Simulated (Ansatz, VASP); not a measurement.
PbS in VASP and in Ansatz

```
Pb S
1.0
     2.91109   -2.87100    0.00000
     2.91109    2.87100    0.00000
    -1.06925    0.00000   11.70929
Pb S
2 2
Cartesian
  3.8352 0.0000 7.4516
  0.9177 0.0000 4.2577
  0.9226 0.0000 7.0092
  3.8303 0.0000 4.7001
```

Change from the starting cell: equal xx and yy strain of -1 %.

Alike in both runs: task single point; functional PBE; k mesh 7 × 7 × 3; occupations fermi-dirac, width 0.01 eV; no spin polarisation.

|  | VASP | Ansatz |
| --- | --- | --- |
| version | VASP 6.6.1 | Ansatz 0.2.0 |
| potentials or method | VASP PAW PBE potentials, release 64 (Pb_d, S), cutoff 520 eV | all-electron LAPW, scalar-relativistic |

```csv
,VASP,Ansatz,Ansatz less VASP
gap on the k mesh at the Fermi level (eV),1.18,1.18,+0.004
rms of the force components (eV/Å),0.128,0.126,-0.0015
```

Atom by atom the forces differ by 0.002 eV/Å (rms over components). Ansatz ran all-electron here, and VASP with PAW potentials.

Spin-orbit coupling is off throughout.
